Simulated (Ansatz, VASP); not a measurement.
## One calculation of InAs, two programs

Contents of POSCAR:

```
InAs
1.0
    0.0000000000      3.0545904655      3.0545904655
    3.0545904655      0.0000000000      3.0545904655
    3.0545904655      3.0545904655      0.0000000000
In As
1 1
Direct
    0.0000000000      0.0000000000      0.0000000000
    0.2500000000      0.2500000000      0.2500000000
```

File INCAR.step1:

```
PREC = Accurate
ENCUT = 520
ISMEAR = -1
SIGMA = 0.02
LREAL = False
LASPH = True
NELM = 100
NBANDS = 16
GGA = PE
ALGO = Normal
EDIFF = 1E-4
LWAVE = True
LCHARG = False
```

The input INCAR.step2:

```
PREC = Accurate
ENCUT = 520
EDIFF = 1E-6
ISMEAR = -1
SIGMA = 0.02
LREAL = False
LASPH = True
NELM = 100
ALGO = Normal
ISIF = 2
LWAVE = False
LCHARG = False
METAGGA = R2SCAN
LMIXTAU = True
NBANDS = 16
ISTART = 1
```

Contents of KPOINTS:

```
regular mesh
0
Gamma
  8 8 8
```

Input for Ansatz:

```yaml
crystal:
  lattice:
    - [0.0, 3.0545904655, 3.0545904655]
    - [3.0545904655, 0.0, 3.0545904655]
    - [3.0545904655, 3.0545904655, 0.0]
  atoms:
    - { symbol: In, position: [0.0, 0.0, 0.0] }
    - { symbol: As, position: [0.25, 0.25, 0.25] }
kpoints:
  mp_grid: { grid: [8, 8, 8] }
  band_path:
    path:
      - [0.0, 0.0, 0.0]
      - [-0.5, -0.5, 0.0]
      - [-0.375, -0.375, 0.25]
      - [-0.375, 0.0, 0.375]
      - [0.0, 0.0, 0.5]
      - [-0.5, -0.25, 0.25]
    npoints: 1
hamiltonian:
  xc: r2scan
scf:
  occupations: { method: fermi_dirac, width: 0.02 }
  n_extra_bands: 4
output:
  forces: true
  stress: true
  eigenvalues: true
```

Alike in both runs: task single point; functional r2SCAN; k mesh 8 × 8 × 8; occupations fermi-dirac, width 0.02 eV; no spin polarisation.

```csv
,VASP,Ansatz
version,VASP 6.6.1,Ansatz 0.2.0
potentials or method,"VASP PAW PBE potentials, release 64 (In_d, As)","plane waves, PAW"
plane-wave cutoff (eV),520,500
valence electrons in the cell,18,28
```

|  | VASP | Ansatz | Ansatz less VASP |
| --- | --- | --- | --- |
| pressure (GPa) | 0.0 | 0.0 | 0.00 |

VASP's potentials were made for PBE, not for r2SCAN. VASP's potentials hold 18 valence electrons a cell and Ansatz's 28, so a difference there can come from the potentials and not from the codes.
